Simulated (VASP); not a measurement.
A run of VASP 6.6.1:

Contents of INCAR:

```
PREC = Accurate ; ENCUT = 520
EDIFF = 1E-6 ; ISMEAR = 0
SIGMA = 0.05 ; LREAL = False
LASPH = True ; NELM = 80
ALGO = Normal ; ISIF = 2
LWAVE = False ; LCHARG = True
GGA = PS ; LELF = True
LVHAR = True ; NBANDS = 11
```

The input KPOINTS:

```
regular mesh
0
Gamma
  10 10 10
```

The input POSCAR:

```
AlN
1.0
   -0.0202227203      2.0222720330      2.0222720330
    2.0020493127      0.0000000000      2.0020493127
    2.0222720330      2.0222720330     -0.0202227203
Al N
1 1
Direct
    0.5000000000      0.5000000000      0.5000000000
    0.0000000000      0.0000000000      0.0000000000
```

Potentials or basis: VASP PAW PBE potentials, release 64 (Al, N).

Launch:

```console
$ cat potpaw_PBE.64/Al/POTCAR potpaw_PBE.64/N/POTCAR > POTCAR
$ mpirun -np 1 vasp_std > vasp.out
```

Hardware: 1 thread of Intel(R) Xeon(R) Platinum 8488C (Sapphire Rapids), on a shared host.

Problem. Estimate the wall time of this run.

Solution. Wall time 15 s on 1 thread of Intel(R) Xeon(R) Platinum 8488C (Sapphire Rapids) (shared host), peak memory 0.15 GiB. Counts: scf iterations 12, k points 171.
